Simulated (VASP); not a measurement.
# PbS (R3m) in VASP: G0W0 quasiparticle levels with r2SCAN

Aim: the G0W0 quasiparticle levels of PbS with r2SCAN.

All numbers are computed with VASP 6.6.1; they aren't measurements. Logs are shortened: lines on timing, memory, paths and dates and some standing lists are left out, and cuts for length are marked.

## Step 1: The cell of the first run

Symmetry: R3m, No. 160, trigonal system. The conventional cell has a = 4.201 Å, b = 4.201 Å, c = 10.291 Å, α = 90.00°, β = 90.00°, γ = 120.00°. Within 3.9 Å of Pb (site symmetry 3m) lie 6 S at 2.97 Å. S (site symmetry 3m) has 6 Pb at 2.97 Å within 3.9 Å.

## Step 2: G0W0 quasiparticle levels, r2SCAN

Input file POSCAR:

```
PbS
1.0
    2.1005109999      1.2127305912      3.4301896765
   -2.1005109999      1.2127305912      3.4301896765
    0.0000000000     -2.4254611824      3.4301896765
Pb S
1 1
Direct
    0.9781436749      0.9781436749      0.9781436749
    0.4774576551      0.4774576551      0.4774576551
```

Input file INCAR.step1:

```
PREC     = Accurate       # precision mode
ENCUT    = 500            # plane-wave cutoff, eV
EDIFF    = 1E-8           # SCF threshold, eV
ISMEAR   = 0              # smearing method
SIGMA    = 0.01           # smearing width, eV
LREAL    = False          # projectors in reciprocal space
LASPH    = True           # aspherical terms in the spheres
NELM     = 100            # most SCF steps
ALGO     = Normal         # electronic algorithm
LWAVE    = True           # write WAVECAR
LCHARG   = False          # write CHGCAR
METAGGA  = R2SCAN         # meta-GGA
LMIXTAU  = True
```

Input file INCAR.step2:

```
PREC     = Accurate       # precision mode
ENCUT    = 500            # plane-wave cutoff, eV
EDIFF    = 1E-8           # SCF threshold, eV
ISMEAR   = 0              # smearing method
SIGMA    = 0.01           # smearing width, eV
LREAL    = False          # projectors in reciprocal space
LASPH    = True           # aspherical terms in the spheres
NELM     = 1              # most SCF steps
ALGO     = Exact          # electronic algorithm
LWAVE    = True           # write WAVECAR
LCHARG   = False          # write CHGCAR
METAGGA  = R2SCAN         # meta-GGA
LMIXTAU  = True         
NBANDS   = 96             # bands
LOPTICS  = True           # frequency-dependent dielectric function
ISTART   = 1
```

Input file INCAR.step3:

```
PREC     = Accurate       # precision mode
ENCUT    = 500            # plane-wave cutoff, eV
EDIFF    = 1E-8           # SCF threshold, eV
ISMEAR   = 0              # smearing method
SIGMA    = 0.01           # smearing width, eV
LREAL    = False          # projectors in reciprocal space
LASPH    = True           # aspherical terms in the spheres
ALGO     = EVGW0          # electronic algorithm
LWAVE    = False          # write WAVECAR
LCHARG   = False          # write CHGCAR
METAGGA  = R2SCAN         # meta-GGA
LMIXTAU  = True         
NELMGW   = 1            
NBANDS   = 96             # bands
ENCUTGW  = 80.0           # cutoff of the response function
NOMEGA   = 96             # frequency points
PRECFOCK = Fast         
ISTART   = 1            
NBANDSGW = 19           
OMEGAMAX = 20
```

Input file KPOINTS:

```
Automatic mesh
0
Gamma
  4 4 4
```

Potentials or basis: VASP PAW PBE potentials, release 64 (Pb_d_GW, S_GW).

The run is started by

```
cat potpaw_PBE.64/Pb_d_GW/POTCAR potpaw_PBE.64/S_GW/POTCAR > POTCAR
cp INCAR.step1 INCAR
mpirun -np 1 vasp_std > vasp.out
cp INCAR.step2 INCAR
mpirun -np 1 vasp_std > vasp.out
cp INCAR.step3 INCAR
mpirun -np 1 vasp_std > vasp.out
```

OUTCAR:

```text
PREC = Accurate
   ENCUT = 500
   EDIFF = 1E-8
   ISMEAR = 0
   LREAL = False
   LASPH = True
   METAGGA = R2SCAN
   NELMGW = 1
   ENCUTGW = 80.0
   PRECFOCK = Fast
   ISTART = 1

 ion  position               nearest neighbor table
   1  0.978  0.978  0.978-
   2  0.477  0.477  0.477-

  LATTYP: Found a trigonal (rhomboedric) cell.
 ALAT       =     4.2010788096
 COS(alpha) =     0.5000135226

  Lattice vectors:

 A1 = (   2.1005109999,   1.2127305912,   3.4301896765)
 A2 = (  -2.1005109999,   1.2127305912,   3.4301896765)
 A3 = (   0.0000000000,  -2.4254611824,   3.4301896765)

Analysis of symmetry for initial positions (statically):
=====================================================================
 Subroutine PRICEL returns:
 Original cell was already a primitive cell.

 Routine SETGRP: Setting up the symmetry group for a
 trigonal (rhombohedral) supercell.

 Subroutine GETGRP returns: Found  6 space group operations
 (whereof  6 operations were pure point group operations)
 out of a pool of 12 trial point group operations.

The static configuration has the point symmetry C_3v.

Analysis of symmetry for dynamics (positions and initial velocities):
=====================================================================
 Subroutine PRICEL returns:
 Original cell was already a primitive cell.

 Routine SETGRP: Setting up the symmetry group for a
 trigonal (rhombohedral) supercell.

 Subroutine GETGRP returns: Found  6 space group operations
 (whereof  6 operations were pure point group operations)
 out of a pool of 12 trial point group operations.

The dynamic configuration has the point symmetry C_3v.

 Subroutine INISYM returns: Found  6 space group operations
 (whereof  6 operations are pure point group operations),
 and found     1 'primitive' translations

----------------------------------------------------------------------------------------

                                     Primitive cell

  volume of cell :      52.4274

  direct lattice vectors                    reciprocal lattice vectors
     2.100511000  1.212730591  3.430189676     0.238037316  0.137430908  0.097176356
    -2.100511000  1.212730591  3.430189676    -0.238037316  0.137430908  0.097176356
     0.000000000 -2.425461182  3.430189676     0.000000000 -0.274861817  0.097176356

  length of vectors
     4.201078810  4.201078810  4.201078810     0.291534325  0.291534325  0.291534325

  position of ions in fractional coordinates (direct lattice)
     0.978143675  0.978143675  0.978143675
     0.477457655  0.477457655  0.477457655

  ion indices of the primitive-cell ions
   primitive index   ion index
                 1           1
                 2           2

----------------------------------------------------------------------------------------

 KPOINTS: Automatic mesh

Automatic generation of k-mesh.
 Grid dimensions read from file:
 generate k-points for:    4    4    4

 Generating k-lattice:

  Cartesian coordinates                     Fractional coordinates (reciprocal lattice)
     0.059509329  0.034357727  0.024294089     0.250000000 -0.000000000  0.000000000
    -0.059509329  0.034357727  0.024294089    -0.000000000  0.250000000  0.000000000
     0.000000000 -0.068715454  0.024294089     0.000000000  0.000000000  0.250000000

  Length of vectors
     0.072883581  0.072883581  0.072883581

  Shift w.r.t. Gamma in fractional coordinates (k-lattice)
     0.000000000  0.000000000  0.000000000

 Subroutine IBZKPT returns following result:
 ===========================================

 Found     13 irreducible k-points:

 Following reciprocal coordinates:
            Coordinates               Weight
  0.000000  0.000000  0.000000      1.000000
  0.250000  0.000000  0.000000      6.000000
  0.250000  0.250000  0.250000      2.000000
  0.500000  0.000000  0.000000      3.000000
  0.500000  0.500000  0.500000      1.000000
  0.250000  0.250000  0.000000      6.000000
  0.500000  0.250000 -0.000000     12.000000
  0.250000  0.250000 -0.250000      6.000000
  0.500000  0.250000  0.500000      6.000000
 -0.250000  0.250000  0.000000      6.000000
  0.250000  0.250000  0.500000      6.000000
  0.500000  0.500000  0.000000      3.000000
 -0.250000  0.500000  0.250000      6.000000
   k-points           NKPTS =     13   k-points in BZ     NKDIM =     64   number of bands    NBANDS=     96
   number of dos      NEDOS =    301   number of ions     NIONS =      2
   total plane-waves  NPLWV =  32768
   dimension x,y,z NGX =    32 NGY =   32 NGZ =   32
   dimension x,y,z NGXF=    64 NGYF=   64 NGZF=   64
   ions per type =               1   1
   NGX,Y,Z   is equivalent  to a cutoff of  12.66, 12.66, 12.66 a.u.
   NGXF,Y,Z  is equivalent  to a cutoff of  25.33, 25.33, 25.33 a.u.
 SYSTEM =  unknown system
   PREC   = accura    normal or accurate (medium, high low for compatibility)
   ISTART =      1    job   : 0-new  1-cont  2-samecut
   ICHARG =      0    charge: 1-file 2-atom 10-const
   ISPIN  =      1    spin polarized calculation?
   LNONCOLLINEAR =      F non collinear calculations
   LSORBIT =      F    spin-orbit coupling
   LASPH  =      T    aspherical Exc in radial PAW
   ENCUT  =  500.0 eV  36.75 Ry    6.06 a.u.   7.66  7.66  7.66*2*pi/ulx,y,z
   NELM   =     60;   NELMIN=  2; NELMDL=  0     # of ELM steps
   EDIFF  = 0.1E-07   stopping-criterion for ELM
   LREAL  =      F    real-space projection
   EDIFFG = 0.1E-06   stopping-criterion for IOM
   NSW    =      0    number of steps for IOM
   IBRION =     -1    ionic relax: 0-MD 1-quasi-New 2-CG
   NFREE  =      0    steps in history (QN), initial steepest desc. (CG)
   ISIF   =      0    stress and relaxation
   ISYM   =      3    0-nonsym 1-usesym 2-fastsym
   POTIM  = 0.5000    time-step for ionic-motion
   TEBEG  =    0.0;   TEEND  =   0.0 temperature during run
   PSTRESS=    0.0 pullay stress
   NELECT =      22.0000    total number of electrons
   NUPDOWN=      -1.0000    fix difference up-down
   EMIN   =  10.00;   EMAX   =-10.00  energy-range for DOS
   EFERMI =   0.00;   METHOD = LEGACY
   ISMEAR =     0;   SIGMA  =   0.01  broadening in eV -4-tet -1-fermi 0-gaus
   EFERMI_NEDOS =   21; number of points for ismear=-14 and -15
   IALGO  =     38    algorithm
   IMIX   =      4    mixing-type and parameters
     AMIX     =   0.40;   BMIX     =  1.00
     AMIX_MAG =   1.60;   BMIX_MAG =  1.00
  volume/ion in A,a.u.               =      26.21       176.90
  Fermi-wavevector in a.u.,A,eV,Ry     =   1.225640  2.316123 20.438573  1.502193
  Thomas-Fermi vector in A             =   2.360670
   LORBIT       =      0    0 simple, 1 ext, 2 COOP (PROOUT), +10 PAW based schemes
   METAGGA = R2SCAN    functional components
   LHFCALC =     T    Hartree Fock is set to
   PRECFOCK=fast      Normal, Fast or Accurate (Low or Medium for compatibility)
   ENCUT4O =  -1.0   cutoff for four orbital integrals eV
   NKREDX  =     1    reduce k-point grid by
   NKREDY  =     1    reduce k-point grid by
   NKREDZ  =     1    reduce k-point grid by
   AEXX    =    1.0000 exact exchange contribution
   HFSCREEN=    0.0000 screening length (either q_TF or 0.3 A-1)
   HFSCREENC=   0.0000 screening length for correlation (either q_TF or 0.3 A-1)
   ENCUTFOCK=  -1.0 apply spherical cutoff to Coloumb kernel
   IVDW    =     0    specifies the selected vdW correction
   LEPSILON=     F    determine dielectric tensor
   LRPA    =     F    only Hartree local field effects (RPA)
   LRPAFORCE           =     F    calculate RPA forces
   ENCUTGW             =  80.0    cutoff for response function in eV
   ENCUTGWSOFT         =  64.0    soft cutoff for Coulomb kernel in GW response function in eV
   ENCUTLF             =  -1.0    cutoff for local field effects
   NELMGW              =     1    number of iterations in solving QP/BSE equation
   NELMHF              =     1    number of iterations in the inner HF iteration
   NKREDLFX            =     1    NKREDLFY  =   1   NKREDLFZ  =   1
 non-spin polarized calculation
 Gauss-broadening in eV      SIGMA  =   0.01
  energy-cutoff  :      500.00
  volume of cell :       52.43
 maximum number of plane-waves:      1363
 NGX is ok and might be reduce to    32
  NGX = 18; NGY = 18; NGZ = 18
   NGX = 15   NGY = 15   NGZ = 15
 maximum number of plane-waves:        92
 NGX is ok and might be reduce to    14

 QP shifts <psi_nk| G(iteration)W_0 |psi_nk>: iteration 1
 for sc-GW calculations column KS-energies equals QP-energies in previous step
 and V_xc(KS)=  KS-energies - (<T + V_ion + V_H > + <T+V_H+V_ion>^1  + <V_x>^1)

 k-point   1 :       0.0000    0.0000    0.0000
  band No.  KS-energies  QP-energies   sigma(KS)   V_xc(KS)     V^pw_x(r,r')   Z            occupation Imag(sigma)

      1    -138.6560    -160.0627     -28.6308       2.3815     -36.1686       0.6903       2.0000       0.1311
      2     -13.7979     -20.3960     -20.0213     -10.6597     -25.2588       0.7048       2.0000       0.1669
      3     -13.7979     -20.3960     -20.0213     -10.6597     -25.2588       0.7048       2.0000       0.1669
      4     -13.7979     -20.3960     -20.0213     -10.6597     -25.2588       0.7048       2.0000       0.1669
      5     -13.7797     -20.3989     -20.0648     -10.7014     -25.3762       0.7069       2.0000       0.1998
      6     -13.7797     -20.3989     -20.0648     -10.7014     -25.3762       0.7069       2.0000       0.1998
[... 11 lines left out ...]
     18      12.6593      12.2069      -6.7658      -6.1735      -1.7066       0.7639       0.0000      -0.2399
     19      13.1567      12.7721     -10.2755      -9.7580      -5.1784       0.7431       0.0000      -0.3055

 k-point   2 :       0.2500    0.0000    0.0000
  band No.  KS-energies  QP-energies   sigma(KS)   V_xc(KS)     V^pw_x(r,r')   Z            occupation Imag(sigma)

      1    -138.6559    -160.1071     -28.6308       2.3827     -36.1685       0.6917       2.0000       0.1311
      2     -13.8009     -20.3998     -20.0295     -10.6872     -25.3232       0.7063       2.0000       0.2011
      3     -13.8009     -20.3998     -20.0295     -10.6872     -25.3232       0.7063       2.0000       0.2011
      4     -13.7959     -20.4103     -20.0185     -10.6591     -25.2580       0.7067       2.0000       0.1718
      5     -13.7706     -20.4116     -20.0658     -10.6822     -25.3311       0.7077       2.0000       0.1822
      6     -13.7706     -20.4116     -20.0658     -10.6822     -25.3311       0.7077       2.0000       0.1822
[... 11 lines left out ...]
     18      16.0236      15.5068      -8.3652      -7.7007      -2.8907       0.7778       0.0000      -0.5281
     19      16.2915      15.9912     -10.4176     -10.0392      -4.7015       0.7933       0.0000      -0.7268
[... 211 lines left out ...]
      1    -138.6558    -160.1357     -28.6309       2.3830     -36.1685       0.6926       2.0000       0.1311
      2     -13.9518     -20.0176     -19.5678     -10.8276     -25.1892       0.6940       2.0000       0.2942
      3     -13.8228     -20.3834     -19.9781     -10.6493     -25.2211       0.7033       2.0000       0.1693
      4     -13.7542     -20.4153     -20.0950     -10.7072     -25.4070       0.7095       2.0000       0.2028
      5     -13.7378     -20.4484     -20.1013     -10.6751     -25.3329       0.7119       2.0000       0.1700
      6     -13.7378     -20.4484     -20.1013     -10.6751     -25.3329       0.7119       2.0000       0.1700
[... 11 lines left out ...]
     18      16.2341      16.3447     -10.0904     -10.2394      -4.2361       0.7426       0.0000      -0.5102
     19      16.7978      16.2221      -9.4486      -8.7680      -3.9942       0.8458       0.0000      -0.7297

 k-point  13 :      -0.2500    0.5000    0.2500
  band No.  KS-energies  QP-energies   sigma(KS)   V_xc(KS)     V^pw_x(r,r')   Z            occupation Imag(sigma)

      1    -138.6559    -160.1151     -28.6309       2.3826     -36.1685       0.6919       2.0000       0.1311
      2     -13.9034     -20.0899     -19.6930     -10.8000     -25.2413       0.6957       2.0000       0.2711
      3     -13.7811     -20.4162     -20.0458     -10.6780     -25.3134       0.7083       2.0000       0.1880
      4     -13.7811     -20.4162     -20.0458     -10.6780     -25.3134       0.7083       2.0000       0.1880
      5     -13.7811     -20.4162     -20.0458     -10.6780     -25.3134       0.7083       2.0000       0.1880
      6     -13.7378     -20.4548     -20.1002     -10.6751     -25.3330       0.7127       2.0000       0.1708
[... 11 lines left out ...]
     18      16.2204      16.3628     -10.0577     -10.2465      -4.2219       0.7538       0.0000      -0.5050
     19      16.9796      16.8864     -10.8093     -10.6944      -5.0587       0.8116       0.0000      -0.7169
```

Run time: 8.3 min. Hardware: 1 thread of Intel Xeon Platinum 8559C (Emerald Rapids), shared host; peak memory 0.75 GiB.

Results:

| Item | Value |
| --- | --- |
| Quasiparticle gap | 0.71 eV |
| Least direct quasiparticle gap | 0.71 eV |
| Band gap of the starting levels on the mesh | 0.64 eV |
| Least direct gap of the starting levels on the mesh | 0.64 eV |

Caveat: the k points lie up to 0.46 Å⁻¹ apart; bands, screening cutoff and mesh are small and nothing is extrapolated, so the quasiparticle values aren't converged; spin-orbit coupling is left out, which moves the levels of the heavy elements.
